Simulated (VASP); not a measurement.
# WSe2 (P-6m2) in VASP: a series of runs

WSe2 is run at these levels: PBE+D3(BJ); tasks: single point.

Program: VASP 6.6.1. These are calculated values, not measurements. Logs are shortened: lines on timing, memory, paths and dates and some standing lists are left out, and cuts for length are marked.

### 1 The cell of the first run

It takes space group P-6m2 (No. 187, hexagonal). Conventional cell: a = 3.189 Å, b = 3.189 Å, c = 7.405 Å, α = 90.00°, β = 90.00°, γ = 120.00°. W (site symmetry -6m2) has 6 Se at 2.62 Å and 6 W at 3.19 Å within 3.5 Å. Se (site symmetry 3m) has 3 W at 2.62 Å and 6 Se at 3.19 Å within 3.5 Å.

### 2 Single point, PBE+D3(BJ)

File INCAR:

```
PREC = Accurate
ENCUT = 520
EDIFF = 1E-7
ISMEAR = 0
SIGMA = 0.05
LREAL = False
LASPH = True
NELM = 60
ALGO = Normal
ISIF = 2
LWAVE = False
LCHARG = False
GGA = PE
IVDW = 12
NBANDS = 20
```

File KPOINTS:

```
regular mesh
0
Gamma
  9 9 4
```

File POSCAR:

```
WSe2
1.0
    3.1893814957      0.0000000000      0.0000000000
   -1.5946907479      2.7620853977      0.0000000000
    0.0000000000      0.0000000000      7.4047870187
W Se
1 2
Direct
    0.0000000000      0.0000000000      0.0000000000
    0.3333333333      0.6666666667      0.2524432937
    0.3333333333      0.6666666667      0.7475567063
```

Potentials or basis: VASP PAW PBE potentials, release 64 (W_sv, Se).

Run with:

```
> cat potpaw_PBE.64/W_sv/POTCAR potpaw_PBE.64/Se/POTCAR > POTCAR
> mpirun -np 1 vasp_std > vasp.out
```

OUTCAR:

```text
PREC = Accurate
   ENCUT = 520
   EDIFF = 1E-7
   ISMEAR = 0
   LREAL = False
   LASPH = True
   NELM = 60
   ISIF = 2
   GGA = PE
   IVDW = 12
 IVDW          = 12

 ion  position               nearest neighbor table
   1  0.000  0.000  0.000-   2 2.62   3 2.62   2 2.62   3 2.62   2 2.62   3 2.62
   2  0.333  0.667  0.252-   1 2.62   1 2.62   1 2.62
   3  0.333  0.667  0.748-   1 2.62   1 2.62   1 2.62

  LATTYP: Found a hexagonal cell.
 ALAT       =     3.1893814957
 C/A-ratio  =     2.3217000000

  Lattice vectors:

 A1 = (   3.1893814957,   0.0000000000,   0.0000000000)
 A2 = (  -1.5946907479,   2.7620853977,   0.0000000000)
 A3 = (   0.0000000000,   0.0000000000,   7.4047870187)

Analysis of symmetry for initial positions (statically):
=====================================================================
 Subroutine PRICEL returns:
 Original cell was already a primitive cell.

 Routine SETGRP: Setting up the symmetry group for a
 hexagonal supercell.

 Subroutine GETGRP returns: Found 12 space group operations
 (whereof 12 operations were pure point group operations)
 out of a pool of 24 trial point group operations.

The static configuration has the point symmetry D_3h.

Analysis of symmetry for dynamics (positions and initial velocities):
=====================================================================
 Subroutine PRICEL returns:
 Original cell was already a primitive cell.

 Routine SETGRP: Setting up the symmetry group for a
 hexagonal supercell.

 Subroutine GETGRP returns: Found 12 space group operations
 (whereof 12 operations were pure point group operations)
 out of a pool of 24 trial point group operations.

The dynamic configuration has the point symmetry D_3h.

 Subroutine INISYM returns: Found 12 space group operations
 (whereof 12 operations are pure point group operations),
 and found     1 'primitive' translations

----------------------------------------------------------------------------------------

                                     Primitive cell

  volume of cell :      65.2313

  direct lattice vectors                    reciprocal lattice vectors
     3.189381496  0.000000000  0.000000000     0.313540416  0.181022643  0.000000000
    -1.594690748  2.762085398  0.000000000     0.000000000  0.362045287  0.000000000
     0.000000000  0.000000000  7.404787019     0.000000000  0.000000000  0.135047773

  length of vectors
     3.189381496  3.189381496  7.404787019     0.362045287  0.362045287  0.135047773

  position of ions in fractional coordinates (direct lattice)
     0.000000000  0.000000000  0.000000000
     0.333333333  0.666666667  0.252443294
     0.333333333  0.666666667  0.747556706

  ion indices of the primitive-cell ions
   primitive index   ion index
                 1           1
                 2           2
                 3           3

----------------------------------------------------------------------------------------

 KPOINTS: regular mesh

Automatic generation of k-mesh.
 Grid dimensions read from file:
 generate k-points for:    9    9    4

 Generating k-lattice:

  Cartesian coordinates                     Fractional coordinates (reciprocal lattice)
     0.034837824  0.020113627  0.000000000     0.111111111  0.000000000  0.000000000
     0.000000000  0.040227254  0.000000000     0.000000000  0.111111111  0.000000000
     0.000000000  0.000000000  0.033761943     0.000000000  0.000000000  0.250000000

  Length of vectors
     0.040227254  0.040227254  0.033761943

  Shift w.r.t. Gamma in fractional coordinates (k-lattice)
     0.000000000  0.000000000  0.000000000

 Subroutine IBZKPT returns following result:
 ===========================================

 Found     36 irreducible k-points:

 Following reciprocal coordinates:
            Coordinates               Weight
  0.000000  0.000000  0.000000      1.000000
  0.111111 -0.000000  0.000000      6.000000
  0.222222  0.000000  0.000000      6.000000
  0.333333 -0.000000  0.000000      6.000000
  0.444444  0.000000  0.000000      6.000000
  0.111111  0.111111  0.000000      6.000000
[... 16 lines left out ...]
  0.333333  0.222222  0.250000     24.000000
  0.333333  0.333333  0.250000      4.000000
 [... further k-points ...]
   k-points           NKPTS =     36   k-points in BZ     NKDIM =     36   number of bands    NBANDS=     20
   number of dos      NEDOS =    301   number of ions     NIONS =      3
   total plane-waves  NPLWV =  32256
   dimension x,y,z NGX =    24 NGY =   24 NGZ =   56
   dimension x,y,z NGXF=    48 NGYF=   48 NGZF=  112
   ions per type =               1   2
   NGX,Y,Z   is equivalent  to a cutoff of  12.51, 12.51, 12.57 a.u.
   NGXF,Y,Z  is equivalent  to a cutoff of  25.02, 25.02, 25.15 a.u.
 SYSTEM =  unknown system
   PREC   = accura    normal or accurate (medium, high low for compatibility)
   ISTART =      0    job   : 0-new  1-cont  2-samecut
   ICHARG =      2    charge: 1-file 2-atom 10-const
   ISPIN  =      1    spin polarized calculation?
   LNONCOLLINEAR =      F non collinear calculations
   LSORBIT =      F    spin-orbit coupling
   LASPH  =      T    aspherical Exc in radial PAW
   ENCUT  =  520.0 eV  38.22 Ry    6.18 a.u.   5.93  5.93 13.77*2*pi/ulx,y,z
   NELM   =     60;   NELMIN=  2; NELMDL= -5     # of ELM steps
   EDIFF  = 0.1E-06   stopping-criterion for ELM
   LREAL  =      F    real-space projection
   EDIFFG = 0.1E-05   stopping-criterion for IOM
   NSW    =      0    number of steps for IOM
   IBRION =     -1    ionic relax: 0-MD 1-quasi-New 2-CG
   NFREE  =      0    steps in history (QN), initial steepest desc. (CG)
   ISIF   =      2    stress and relaxation
   ISYM   =      2    0-nonsym 1-usesym 2-fastsym
   POTIM  = 0.5000    time-step for ionic-motion
   TEBEG  =    0.0;   TEEND  =   0.0 temperature during run
   PSTRESS=    0.0 pullay stress
   NELECT =      26.0000    total number of electrons
   NUPDOWN=      -1.0000    fix difference up-down
   EMIN   =  10.00;   EMAX   =-10.00  energy-range for DOS
   EFERMI =   0.00;   METHOD = LEGACY
   ISMEAR =     0;   SIGMA  =   0.05  broadening in eV -4-tet -1-fermi 0-gaus
   EFERMI_NEDOS =   21; number of points for ismear=-14 and -15
   IALGO  =     38    algorithm
   IMIX   =      4    mixing-type and parameters
     AMIX     =   0.40;   BMIX     =  1.00
     AMIX_MAG =   1.60;   BMIX_MAG =  1.00
  volume/ion in A,a.u.               =      21.74       146.73
  Fermi-wavevector in a.u.,A,eV,Ry     =   1.204797  2.276736 19.749346  1.451536
  Thomas-Fermi vector in A             =   2.340512
   LORBIT       =      0    0 simple, 1 ext, 2 COOP (PROOUT), +10 PAW based schemes
   GGA     = PE    functional components
   LHFCALC =     F    Hartree Fock is set to
   AEXX    =    0.0000 exact exchange contribution
   IVDW    =    12    specifies the selected vdW correction
   LEPSILON=     F    determine dielectric tensor
   LRPA    =     F    only Hartree local field effects (RPA)
 non-spin polarized calculation
 Gauss-broadening in eV      SIGMA  =   0.05
  energy-cutoff  :      520.00
  volume of cell :       65.23
 maximum number of plane-waves:      1788
 NGX is ok and might be reduce to    24

 number of electron      26.0000002 magnetization

 Free energy of the ion-electron system (eV)
  ---------------------------------------------------
  ext. energy  EPLUGINS =         0.00000000
  ---------------------------------------------------
  free energy    TOTEN  =       -21.15086771 eV

  energy without entropy =      -21.15086771  energy(sigma->0) =      -21.15086771

 E-fermi :   5.5463     XC(G=0): -10.3184

 val. band max:        5.3124836944   @ k =   0.3333   0.3333   0.5000
 cond. band min:       6.0983766962   @ k =   0.2222   0.1111   0.0000
 fundamental gap:      0.7858930018
 Fermi energy:         5.5462751806

 k-point     1 :       0.0000    0.0000    0.0000
  band No.  band energies     occupation
      1     -68.8152      2.00000
      2     -33.0784      2.00000
      3     -32.8074      2.00000
      4     -32.8074      2.00000
      5      -9.4780      2.00000
      6      -8.5131      2.00000
[... 12 lines left out ...]
     19      13.1438      0.00000
     20      14.2669      0.00000

 k-point     2 :       0.1111   -0.0000    0.0000
  band No.  band energies     occupation
      1     -68.8134      2.00000
      2     -33.0724      2.00000
      3     -32.8425      2.00000
      4     -32.8157      2.00000
      5      -9.2805      2.00000
      6      -8.3825      2.00000
[... 12 lines left out ...]
     19      13.7169      0.00000
     20      15.0862      0.00000

 k-point     3 :       0.2222    0.0000    0.0000
  band No.  band energies     occupation
      1     -68.8089      2.00000
      2     -33.0571      2.00000
      3     -32.9307      2.00000
      4     -32.8368      2.00000
      5      -8.7270      2.00000
      6      -8.0182      2.00000
[... 12 lines left out ...]
     19      13.7047      0.00000
     20      14.3910      0.00000

 k-point     4 :       0.3333   -0.0000    0.0000
  band No.  band energies     occupation
      1     -68.8038      2.00000
      2     -33.0397      2.00000
      3     -33.0294      2.00000
      4     -32.8607      2.00000
      5      -7.9562      2.00000
      6      -7.5232      2.00000
[... 12 lines left out ...]
     19      12.3369      0.00000
     20      13.1728      0.00000

 k-point     5 :       0.4444    0.0000    0.0000
  band No.  band energies     occupation
      1     -68.8004      2.00000
      2     -33.0930      2.00000
      3     -33.0283      2.00000
      4     -32.8763      2.00000
      5      -7.3046      2.00000
      6      -7.1281      2.00000
[... 12 lines left out ...]
     19      11.3806      0.00000
     20      12.6665      0.00000
[... 353 lines left out ...]
      6      -7.0118      2.00000
[... 12 lines left out ...]
     19      12.4044      0.00000
     20      13.2390      0.00000

 k-point    22 :       0.2222    0.2222    0.2500
  band No.  band energies     occupation
      1     -68.8015      2.00000
      2     -33.0348      2.00000
      3     -33.0320      2.00000
      4     -32.9098      2.00000
      5      -7.5295      2.00000
      6      -7.3160      2.00000
[... 12 lines left out ...]
     19      12.9222      0.00000
     20      13.9044      0.00000

 k-point    23 :       0.3333    0.2222    0.2500
  band No.  band energies     occupation
      1     -68.7989      2.00000
      2     -33.0574      2.00000
      3     -33.0233      2.00000
      4     -32.9483      2.00000
      5      -7.0477      2.00000
      6      -6.9298      2.00000
[... 12 lines left out ...]
     19      12.4977      0.00000
     20      13.5752      0.00000

 k-point    24 :       0.3333    0.3333    0.2500
  band No.  band energies     occupation
      1     -68.7980      2.00000
      2     -33.0218      2.00000
      3     -33.0203      2.00000
      4     -33.0055      2.00000
      5      -6.9001      2.00000
      6      -6.7589      2.00000
[... 12 lines left out ...]
     19      11.9777      0.00000
     20      13.9457      0.00000

 [... further k-points ...]

------------------------ aborting loop because EDIFF is reached ----------------------------------------

 Edisp (eV)   -1.29528

 E8    (eV) :    -0.5776

  FORCE on cell =-STRESS in cart. coord.  units (eV):
  Direction    XX          YY          ZZ          XY          YZ          ZX
  --------------------------------------------------------------------------------------
  -------------------------------------------------------------------------------------
  Total      -0.03285    -0.03285    -8.07563     0.00000     0.00000    -0.00000
  in kB      -0.80675    -0.80675  -198.34942     0.00000     0.00000    -0.00000
  external pressure =      -66.65 kB  Pullay stress =        0.00 kB

 VOLUME and BASIS-vectors are now :
 -----------------------------------------------------------------------------
  energy-cutoff  :      520.00
  volume of cell :       65.23
      direct lattice vectors                 reciprocal lattice vectors
     3.189381496  0.000000000  0.000000000     0.313540416  0.181022643  0.000000000
    -1.594690748  2.762085398  0.000000000     0.000000000  0.362045287  0.000000000
     0.000000000  0.000000000  7.404787019     0.000000000  0.000000000  0.135047773

 POSITION                                       TOTAL-FORCE (eV/Angst)
 -----------------------------------------------------------------------------------
      0.00000      0.00000      0.00000         0.000000      0.000000      0.000000
     -0.00000      1.84139      1.86929        -0.000000      0.000000     -2.084298
     -0.00000      1.84139      5.53550        -0.000000      0.000000      2.084298
 -----------------------------------------------------------------------------------
    total drift:                                0.000000     -0.000000     -0.000000

  FREE ENERGIE OF THE ION-ELECTRON SYSTEM (eV)
  ---------------------------------------------------
  free  energy   TOTEN  =       -22.4461467484 eV

  energy  without entropy=      -22.4461467484  energy(sigma->0) =      -22.44614675
```

It took 48 s on 1 thread of Intel Xeon 8259CL, shared host; peak memory 0.21 GiB.

Results:

```
Free energy                : -22.4461 eV
Pressure                   : -6.7 GPa
Largest force              : 2.084 eV/Å
Band gap on the k mesh     : 0.79 eV (least direct gap 1.41 eV)
Dispersion energy per atom : -0.432 eV
```

Forces in eV/Å, atoms in the order of the input:
```
W    0.000  0.000  0.000
Se   0.000  0.000 -2.084
Se   0.000  0.000  2.084
```

Stress tensor (GPa, compression positive):
```
 -0.08   0.00   0.00
  0.00  -0.08   0.00
  0.00   0.00 -19.83
```

Levels at points of the mesh, in eV from the valence-band top:
```
           k point  band 9  band 10  band 11  band 12  band 13  band 14  band 15  band 16  band 17  band 18
(0.00, 0.00, 0.00)   -1.62    -1.47    -1.47    -0.33    -0.33     2.93     2.93     3.17     3.17     4.51
(0.00, 0.00, 0.50)   -1.46    -1.46    -0.79    -0.35    -0.35     3.03     3.03     3.08     3.08     5.79
```

Caveat: the cell stands under tension; spin-orbit coupling is left out, which moves the levels of the heavy elements; an odd mesh through Γ misses points on the zone boundary, where band edges can lie; forces of over 1 eV/Å act on the atoms, so gaps and moduli don't describe the material at rest.

### 3 Single point, PBE+D3(BJ)

This run uses another cell than the first one, of the same volume but with other edges.

File INCAR:

```
SYSTEM = WSe2
PREC = Accurate
ENCUT = 520
EDIFF = 1E-6
ISMEAR = 0
SIGMA = 0.05
LREAL = .FALSE.
LASPH = .TRUE.
NELM = 60
ALGO = Normal
ISIF = 2
LWAVE = .FALSE.
LCHARG = .FALSE.
GGA = PE
IVDW = 12
NBANDS = 20
```

File KPOINTS:

```
Automatic mesh
0
G
  9 9 4
  0 0 0
```

File POSCAR:

```
WSe2
1.0
    3.4347696443      0.0000000000      0.0000000000
   -1.7173848222      2.9745977681      0.0000000000
    0.0000000000      0.0000000000      6.3845498149
W Se
1 2
Direct
    0.0000000000      0.0000000000      0.0000000000
    0.3333333333      0.6666666667      0.2167576539
    0.3333333333      0.6666666667      0.7832423461
```

Potentials or basis: VASP PAW PBE potentials, release 64 (W_sv, Se).

Run with:

```
> cat potpaw_PBE.64/W_sv/POTCAR potpaw_PBE.64/Se/POTCAR > POTCAR
> mpirun -np 1 vasp_std > vasp.out
```

It took 52 s on 1 thread of Intel Xeon 8259CL, shared host; peak memory 0.22 GiB.

The run converged. Its results:

| Property | Result |
| --- | --- |
| Free energy | -21.4082 eV |
| Pressure | 18.5 GPa |
| Largest force | 5.594 eV/Å |
| Band gap on the k mesh | zero (bands 13 and 14 overlap by 1.12 eV) |
| Dispersion energy per atom | -0.431 eV |

Forces in eV/Å, atoms in the order of the input:
```
W    0.000  0.000  0.000
Se   0.000  0.000  5.594
Se   0.000  0.000 -5.594
```

Stress tensor (GPa, compression positive):
```
 8.66  0.00  0.00
 0.00  8.66  0.00
 0.00  0.00 38.21
```

Levels at points of the mesh, in eV from the Fermi level:
```csv
k point,band 10,band 11,band 12,band 13,band 14,band 15,band 16,band 17
"(0.00, 0.00, 0.00)",-3.17,-3.17,-0.44,-0.39,2.05,2.05,2.80,2.80
"(0.00, 0.00, 0.50)",-3.20,-3.20,-2.52,0.53,1.94,1.94,2.96,2.96
```

Caveat: the cell stands under pressure; spin-orbit coupling is left out, which moves the levels of the heavy elements; forces of over 1 eV/Å act on the atoms, so gaps and moduli don't describe the material at rest.

(Part 1 of 2 ends here.)
